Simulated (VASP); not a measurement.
# Ge (Cmmm) in VASP: a series of runs

Runs on Ge. Level: PBEsol. Tasks: single point.

Program: VASP 6.6.1. These are calculated values, not measurements. Logs are shortened: lines on timing, memory, paths and dates and some standing lists are left out, and cuts for length are marked.

**1. The cell of the first run**

Symmetry: Cmmm, No. 65, orthorhombic system. Conventional cell: a = 2.707 Å, b = 4.813 Å, c = 2.591 Å, α = 90.00°, β = 90.00°, γ = 90.00°. Within 3.4 Å of Ge (site symmetry mmm) lie 8 Ge at 2.59 to 2.76 Å.

**2. Single point, PBEsol**

Input file INCAR:

```
SYSTEM = Ge
PREC = Accurate
ENCUT = 500
EDIFF = 1E-6
ISMEAR = 1
SIGMA = 0.1
LREAL = .FALSE.
LASPH = .TRUE.
NELM = 120
ALGO = Normal
ISIF = 2
LWAVE = .FALSE.
LCHARG = .TRUE.
GGA = PS
LELF = .TRUE.
LVHAR = .TRUE.
NBANDS = 13
GGA_COMPAT = .FALSE.
```

Input file KPOINTS:

```
regular mesh
0
G
  11 11 10
  0 0 0
```

Input file POSCAR:

```
Ge
1.0
    1.3532929981     -2.4066008343      0.0000000000
    1.3532929981      2.4066008343      0.0000000000
    0.0000000000      0.0000000000      2.5909712919
Ge
1
Direct
    0.5000000000      0.5000000000      0.0000000000
```

Potentials or basis: VASP PAW PBE potentials, release 64 (Ge_d).

On the command line:

```bash
$ cat potpaw_PBE.64/Ge_d/POTCAR > POTCAR
$ mpirun -np 1 vasp_std > vasp.out
```

OUTCAR:

```text
SYSTEM = Ge
   PREC = Accurate
   ENCUT = 500
   EDIFF = 1E-6
   ISMEAR = 1
   LREAL = .FALSE.
   LASPH = .TRUE.
   NELM = 120
   ISIF = 2
   GGA = PS

 ion  position               nearest neighbor table
   1  0.500  0.500  0.000-

  LATTYP: Found a base centered orthorhombic cell.
 ALAT       =     2.7065859962
 B/A-ratio  =     1.7783294805
 C/A-ratio  =     0.9572839346

  Lattice vectors:

 A1 = (   1.3532929981,  -2.4066008343,   0.0000000000)
 A2 = (   1.3532929981,   2.4066008343,   0.0000000000)
 A3 = (   0.0000000000,   0.0000000000,   2.5909712919)

Analysis of symmetry for initial positions (statically):
=====================================================================
 Subroutine PRICEL returns:
 Original cell was already a primitive cell.

 Routine SETGRP: Setting up the symmetry group for a
 base centered orthorhombic supercell.

 Subroutine GETGRP returns: Found  8 space group operations
 (whereof  8 operations were pure point group operations)
 out of a pool of  8 trial point group operations.

The static configuration has the point symmetry D_2h.

Analysis of symmetry for dynamics (positions and initial velocities):
=====================================================================
 Subroutine PRICEL returns:
 Original cell was already a primitive cell.

 Routine SETGRP: Setting up the symmetry group for a
 base centered orthorhombic supercell.

 Subroutine GETGRP returns: Found  8 space group operations
 (whereof  8 operations were pure point group operations)
 out of a pool of  8 trial point group operations.

The dynamic configuration has the point symmetry D_2h.

 Subroutine INISYM returns: Found  8 space group operations
 (whereof  8 operations are pure point group operations),
 and found     1 'primitive' translations

----------------------------------------------------------------------------------------

                                     Primitive cell

  volume of cell :      16.8767

  direct lattice vectors                    reciprocal lattice vectors
     1.353292998 -2.406600834  0.000000000     0.369469140 -0.207761916  0.000000000
     1.353292998  2.406600834  0.000000000     0.369469140  0.207761916  0.000000000
     0.000000000  0.000000000  2.590971292     0.000000000  0.000000000  0.385955646

  length of vectors
     2.761001542  2.761001542  2.590971292     0.423877882  0.423877882  0.385955646

  position of ions in fractional coordinates (direct lattice)
     0.500000000  0.500000000  0.000000000

  ion indices of the primitive-cell ions
   primitive index   ion index
                 1           1

----------------------------------------------------------------------------------------

 KPOINTS: regular mesh

Automatic generation of k-mesh.
 Grid dimensions read from file:
 generate k-points for:   11   11   10

 Generating k-lattice:

  Cartesian coordinates                     Fractional coordinates (reciprocal lattice)
     0.033588104 -0.018887447  0.000000000     0.090909091  0.000000000  0.000000000
     0.033588104  0.018887447  0.000000000     0.000000000  0.090909091  0.000000000
     0.000000000  0.000000000  0.038595565     0.000000000  0.000000000  0.100000000

  Length of vectors
     0.038534353  0.038534353  0.038595565

  Shift w.r.t. Gamma in fractional coordinates (k-lattice)
     0.000000000  0.000000000  0.000000000

 Subroutine IBZKPT returns following result:
 ===========================================

 Found    216 irreducible k-points:

 Following reciprocal coordinates:
            Coordinates               Weight
  0.000000  0.000000  0.000000      1.000000
  0.090909 -0.000000  0.000000      4.000000
  0.181818 -0.000000  0.000000      4.000000
  0.272727 -0.000000  0.000000      4.000000
  0.363636  0.000000  0.000000      4.000000
  0.454545  0.000000  0.000000      4.000000
[... 16 lines left out ...]
 -0.272727  0.181818  0.000000      4.000000
 -0.181818  0.181818  0.000000      2.000000
 [... further k-points ...]
   k-points           NKPTS =    216   k-points in BZ     NKDIM =    216   number of bands    NBANDS=     13
   number of dos      NEDOS =    301   number of ions     NIONS =      1
   total plane-waves  NPLWV =   8000
   dimension x,y,z NGX =    20 NGY =   20 NGZ =   20
   dimension x,y,z NGXF=    40 NGYF=   40 NGZF=   40
   ions per type =               1
   NGX,Y,Z   is equivalent  to a cutoff of  12.04, 12.04, 12.83 a.u.
   NGXF,Y,Z  is equivalent  to a cutoff of  24.08, 24.08, 25.67 a.u.
 SYSTEM =  Ge
   PREC   = accura    normal or accurate (medium, high low for compatibility)
   ISTART =      0    job   : 0-new  1-cont  2-samecut
   ICHARG =      2    charge: 1-file 2-atom 10-const
   ISPIN  =      1    spin polarized calculation?
   LNONCOLLINEAR =      F non collinear calculations
   LSORBIT =      F    spin-orbit coupling
   LASPH  =      T    aspherical Exc in radial PAW
   ENCUT  =  500.0 eV  36.75 Ry    6.06 a.u.   5.03  5.03  4.72*2*pi/ulx,y,z
   NELM   =    120;   NELMIN=  2; NELMDL= -5     # of ELM steps
   EDIFF  = 0.1E-05   stopping-criterion for ELM
   LREAL  =      F    real-space projection
   EDIFFG = 0.1E-04   stopping-criterion for IOM
   NSW    =      0    number of steps for IOM
   IBRION =     -1    ionic relax: 0-MD 1-quasi-New 2-CG
   NFREE  =      0    steps in history (QN), initial steepest desc. (CG)
   ISIF   =      2    stress and relaxation
   ISYM   =      2    0-nonsym 1-usesym 2-fastsym
   POTIM  = 0.5000    time-step for ionic-motion
   TEBEG  =    0.0;   TEEND  =   0.0 temperature during run
   PSTRESS=    0.0 pullay stress
   NELECT =      14.0000    total number of electrons
   NUPDOWN=      -1.0000    fix difference up-down
   EMIN   =  10.00;   EMAX   =-10.00  energy-range for DOS
   EFERMI =   0.00;   METHOD = LEGACY
   ISMEAR =     1;   SIGMA  =   0.10  broadening in eV -4-tet -1-fermi 0-gaus
   EFERMI_NEDOS =   21; number of points for ismear=-14 and -15
   IALGO  =     38    algorithm
   IMIX   =      4    mixing-type and parameters
     AMIX     =   0.40;   BMIX     =  1.00
     AMIX_MAG =   1.60;   BMIX_MAG =  1.00
  volume/ion in A,a.u.               =      16.88       113.89
  Fermi-wavevector in a.u.,A,eV,Ry     =   1.538230  2.906834 32.193456  2.366152
  Thomas-Fermi vector in A             =   2.644628
   LORBIT       =      0    0 simple, 1 ext, 2 COOP (PROOUT), +10 PAW based schemes
   GGA     = PS    functional components
   LHFCALC =     F    Hartree Fock is set to
   AEXX    =    0.0000 exact exchange contribution
   IVDW    =     0    specifies the selected vdW correction
   LEPSILON=     F    determine dielectric tensor
   LRPA    =     F    only Hartree local field effects (RPA)
 non-spin polarized calculation
 Methfessel and Paxton  Order N= 1 SIGMA  =   0.10
  energy-cutoff  :      500.00
  volume of cell :       16.88
 maximum number of plane-waves:       440
   NGX = 11   NGY = 11   NGZ =  9

 number of electron      13.9999994 magnetization

 Free energy of the ion-electron system (eV)
  ---------------------------------------------------
  ext. energy  EPLUGINS =         0.00000000
  ---------------------------------------------------
  free energy    TOTEN  =        -4.71451489 eV

  energy without entropy =       -4.71436921  energy(sigma->0) =       -4.71446633

 E-fermi :   7.7831     XC(G=0): -11.9544

 val. band max:        7.7713915692   @ k =   0.4545   0.0909   0.4000
 cond. band min:       7.8110708947   @ k =  -0.2727   0.2727   0.1000
 fundamental gap:      0.0396793254
 Fermi energy:         7.7830792888

 k-point     1 :       0.0000    0.0000    0.0000
  band No.  band energies     occupation
      1     -17.0490      2.00000
      2     -16.9339      2.00000
      3     -16.9045      2.00000
      4     -16.7208      2.00000
      5     -16.7133      2.00000
      6      -6.4214      2.00000
      7      14.8523      0.00000
      8      16.9114      0.00000
      9      17.5087      0.00000
     10      18.3646      0.00000
     11      22.3417      0.00000
     12      23.2508      0.00000
     13      23.7405      0.00000

 k-point     2 :       0.0909   -0.0000    0.0000
  band No.  band energies     occupation
      1     -17.0407      2.00000
      2     -16.9251      2.00000
      3     -16.9019      2.00000
      4     -16.7240      2.00000
      5     -16.7181      2.00000
      6      -6.1987      2.00000
      7      15.0775      0.00000
      8      15.1556      0.00000
      9      16.2594      0.00000
     10      18.8687      0.00000
     11      20.8357      0.00000
     12      23.6896      0.00000
     13      25.5788      0.00000

 k-point     3 :       0.1818   -0.0000    0.0000
  band No.  band energies     occupation
      1     -17.0225      2.00000
      2     -16.9236      2.00000
      3     -16.8694      2.00000
      4     -16.7393      2.00000
      5     -16.7245      2.00000
      6      -5.5291      2.00000
      7      11.6343      0.00000
      8      14.8173      0.00000
      9      15.7412      0.00000
     10      18.4084      0.00000
     11      20.2876      0.00000
     12      26.2524      0.00000
     13      28.0566      0.00000
[... 305 lines left out ...]
 k-point    23 :      -0.2727    0.1818    0.0000
  band No.  band energies     occupation
      1     -17.0141      2.00000
      2     -16.9359      2.00000
      3     -16.8305      2.00000
      4     -16.7544      2.00000
      5     -16.7237      2.00000
      6      -4.9154      2.00000
      7       9.3880     -0.00000
      8      12.8531      0.00000
      9      16.3212      0.00000
     10      19.9076      0.00000
     11      21.3576      0.00000
     12      25.8499      0.00000
     13      31.6349      0.00000

 k-point    24 :      -0.1818    0.1818    0.0000
  band No.  band energies     occupation
      1     -17.0283      2.00000
      2     -16.9372      2.00000
      3     -16.8561      2.00000
      4     -16.7429      2.00000
      5     -16.7181      2.00000
      6      -5.5662      2.00000
      7      11.0811      0.00000
      8      15.4516      0.00000
      9      15.6978      0.00000
     10      18.6705      0.00000
     11      20.4973      0.00000
     12      26.8909      0.00000
     13      27.9700      0.00000

 [... further k-points ...]

------------------------ aborting loop because EDIFF is reached ----------------------------------------

  FORCE on cell =-STRESS in cart. coord.  units (eV):
  Direction    XX          YY          ZZ          XY          YZ          ZX
  --------------------------------------------------------------------------------------
  -------------------------------------------------------------------------------------
  Total        0.8250739      0.8229917      0.8185407     -0.0000000      0.0000000      0.0000000
  in kB       78.3276180     78.1299506     77.7073995     -0.0000000      0.0000000      0.0000000
  external PRESSURE =      78.0549894 kB  Pullay stress =       0.0000000 kB

 VOLUME and BASIS-vectors are now :
 -----------------------------------------------------------------------------
  energy-cutoff  :      500.00
  volume of cell :       16.88
      direct lattice vectors                 reciprocal lattice vectors
     1.353292998 -2.406600834  0.000000000     0.369469140 -0.207761916  0.000000000
     1.353292998  2.406600834  0.000000000     0.369469140  0.207761916  0.000000000
     0.000000000  0.000000000  2.590971292     0.000000000  0.000000000  0.385955646

 POSITION                                       TOTAL-FORCE (eV/Angst)
 -----------------------------------------------------------------------------------
      1.35329      0.00000      0.00000         0.000000      0.000000      0.000000
 -----------------------------------------------------------------------------------
    total drift:                               -0.000000      0.000000     -0.000000

  FREE ENERGIE OF THE ION-ELECTRON SYSTEM (eV)
  ---------------------------------------------------
  free  energy   TOTEN  =        -4.7145148939 eV

  energy  without entropy=       -4.7143692078  energy(sigma->0) =       -4.71446633
```

It took 15 s on 1 thread of AMD EPYC 9R45 (Zen 5), shared host; peak memory 0.12 GiB.

What came out:

| Quantity | Value |
| --- | --- |
| Free energy | -4.7145 eV |
| Pressure | 7.8 GPa |
| Band gap on the k mesh | zero (bands 7 and 8 overlap by 10.14 eV) |

Levels at points of the mesh, in eV from the Fermi level:
```tsv
k point	band 4	band 5	band 6	band 7	band 8	band 9	band 10	band 11
(0.00, 0.00, 0.00)	-24.50	-24.50	-14.20	7.07	9.13	9.73	10.58	14.56
(0.00, 0.00, 0.50)	-24.59	-24.56	-9.84	-6.74	12.53	13.14	17.86	18.32
```

Caveat: the cell stands under pressure; the PAW data sets were made with another functional, which shifts forces and pressure a little.

**3. Single point, PBEsol**

This run uses another cell than the first one, of 17.19 Å³/atom.

Input file INCAR:

```
  PREC = Accurate
  ENCUT = 500
  EDIFF = 1E-6
  ISMEAR = 1
  SIGMA = 0.1
  LREAL = False
  LASPH = True
  NELM = 120
  ALGO = Normal
  ISIF = 2
  LWAVE = False
  LCHARG = True
  GGA = PS
  LELF = True
  LVHAR = True
  NBANDS = 13
  GGA_COMPAT = False
```

Input file KPOINTS:

```
Automatic mesh
0
Gamma
  11 11 10
```

Input file POSCAR:

```
Ge
1.0
    1.3621772923     -2.4204174238      0.0000000000
    1.3621772923      2.4204174238      0.0000000000
    0.0000000000      0.0000000000      2.6067866869
Ge
1
Direct
    0.5000000000      0.5000000000      0.0000000000
```

Potentials or basis: VASP PAW PBE potentials, release 64 (Ge_d).

On the command line:

```bash
$ cat potpaw_PBE.64/Ge_d/POTCAR > POTCAR
$ mpirun -np 1 vasp_std > vasp.out
```

Wall time 16 s (1 thread of AMD EPYC 9R45 (Zen 5), shared host); peak memory 0.12 GiB.

It converged, with:

```
Free energy            : -4.7284 eV
Pressure               : 5.8 GPa
Band gap on the k mesh : zero (bands 7 and 8 overlap by 9.97 eV)
```

Levels at points of the mesh, in eV from the Fermi level:
```tsv
k point	band 5	band 6	band 7	band 8	band 9	band 10
(0.00, 0.00, 0.00)	-24.49	-14.03	6.97	8.98	9.54	10.50
(0.00, 0.00, 0.50)	-24.55	-9.77	-6.60	12.28	12.86	17.69
```

Caveat: the cell stands under pressure; the PAW data sets were made with another functional, which shifts forces and pressure a little.

**4. Single point, PBEsol**

This run uses another cell than the first one, of 17.54 Å³/atom.

Input file INCAR:

```
SYSTEM = Ge
PREC = Accurate ; ENCUT = 500
EDIFF = 1E-6 ; ISMEAR = 1
SIGMA = 0.1 ; LREAL = .False.
LASPH = .True. ; NELM = 120
ALGO = Normal ; ISIF = 2
LWAVE = .False. ; LCHARG = .False.
GGA = PS ; NBANDS = 13
GGA_COMPAT = .False.
```

Input file KPOINTS:

```
regular mesh
0
Gamma
  11 11 10
  0 0 0
```

Input file POSCAR:

```
Ge
1.0
    1.3726357717     -2.4332637230      0.0000000000
    1.3726357717      2.4332637230      0.0000000000
    0.0000000000      0.0000000000      2.6256717944
Ge
1
Direct
    0.5000000000      0.5000000000      0.0000000000
```

On the command line:

```bash
$ cat potpaw_PBE.64/Ge_d/POTCAR > POTCAR
$ mpirun -np 1 vasp_std > vasp.out
```

Wall time 15 s (1 thread of AMD EPYC 9R45 (Zen 5), shared host); peak memory 0.12 GiB.

Results (log left out):

```
Free energy            : -4.7395 eV
Pressure               : 3.8 GPa
Band gap on the k mesh : zero (bands 7 and 8 overlap by 9.75 eV)
```

Levels at points of the mesh, in eV from the Fermi level:
| k point | band 3 | band 4 | band 5 | band 6 | band 7 | band 8 | band 9 | band 10 | band 11 | band 12 |
| --- | --- | --- | --- | --- | --- | --- | --- | --- | --- | --- |
| (0.00, 0.00, 0.00) | -24.67 | -24.49 | -24.49 | -13.85 | 6.84 | 8.84 | 9.34 | 10.39 | 14.36 | 15.14 |
| (0.00, 0.00, 0.50) | -24.58 | -24.57 | -24.54 | -9.70 | -6.46 | 12.03 | 12.54 | 17.51 | 17.98 | 18.75 |

Caveat: the cell stands under pressure; the PAW data sets were made with another functional, which shifts forces and pressure a little.

**5. The runs side by side**

```csv
cell,gap on the mesh (eV),pressure (GPa)
"a = 2.761, b = 2.761, c = 2.591 Å, angles 90.0, 90.0, 121.3°, 1 atom",none,7.8
"a = 2.777, b = 2.777, c = 2.607 Å, angles 90.0, 90.0, 121.3°, 1 atom",none,5.8
"a = 2.794, b = 2.794, c = 2.626 Å, angles 90.0, 90.0, 121.1°, 1 atom",none,3.8
```

Alike in all rows: task single point; level PBEsol; potentials or basis VASP PAW PBE potentials, release 64 (Ge_d); no spin polarisation; k mesh 11 × 11 × 10; cutoff (eV) 500; smearing methfessel-paxton 0.1 eV.

Caveats: the cell stands under pressure; the PAW data sets were made with another functional, which shifts forces and pressure a little.

Total energies depend on the potentials used, so only differences within one code and one set of settings carry meaning.
